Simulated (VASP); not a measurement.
Here is a VASP 6.6.1 calculation.

Contents of INCAR:

```
SYSTEM = HgTe
  PREC = Accurate
  ENCUT = 520
  EDIFF = 1E-6
  ISMEAR = 0
  SIGMA = 0.15
  LREAL = .FALSE.
  LASPH = .TRUE.
  NELM = 100
  ALGO = Normal
  ISIF = 2
  LWAVE = .FALSE.
  LCHARG = .TRUE.
  GGA = PS
  LELF = .TRUE.
  LVHAR = .TRUE.
  NBANDS = 26
```

The input KPOINTS:

```
Automatic mesh
0
G
  12 12 8
  0 0 0
```

File POSCAR:

```
HgTe
1.0
    2.8495681095     -2.8501285181      0.0000000000
    2.8495681095      2.8501285181      0.0000000000
    0.0000000000      0.0000000000      5.7082366342
Hg Te
2 2
Direct
    0.2498182349      0.7501817651      0.7500000000
    0.7501817651      0.2498182349      0.2500000000
    0.7498667075      0.2501332925      0.7500000000
    0.2501332925      0.7498667075      0.2500000000
```

Potentials or basis: VASP PAW PBE potentials, release 64 (Hg, Te).

Run with:

```sh
$ cat potpaw_PBE.64/Hg/POTCAR potpaw_PBE.64/Te/POTCAR > POTCAR
$ mpirun -np 1 vasp_std > vasp.out
```

Q: What does it give for the pressure?

A: 14.3 GPa.

Q: Estimate the band gap on the k mesh.

A: Zero (bands 18 and 19 overlap by 3.61 eV).

Stress tensor (GPa, compression positive):
```
14.40  0.00  0.00
 0.00 14.37  0.00
 0.00  0.00 14.03
```

Caveat: the cell differs from its parent crystal (strain -0.050 along x and y, -0.050 along z); the cell stands under pressure; the PAW data sets were made with another functional, which shifts forces and pressure a little; spin-orbit coupling is left out, which moves the levels of the heavy elements.
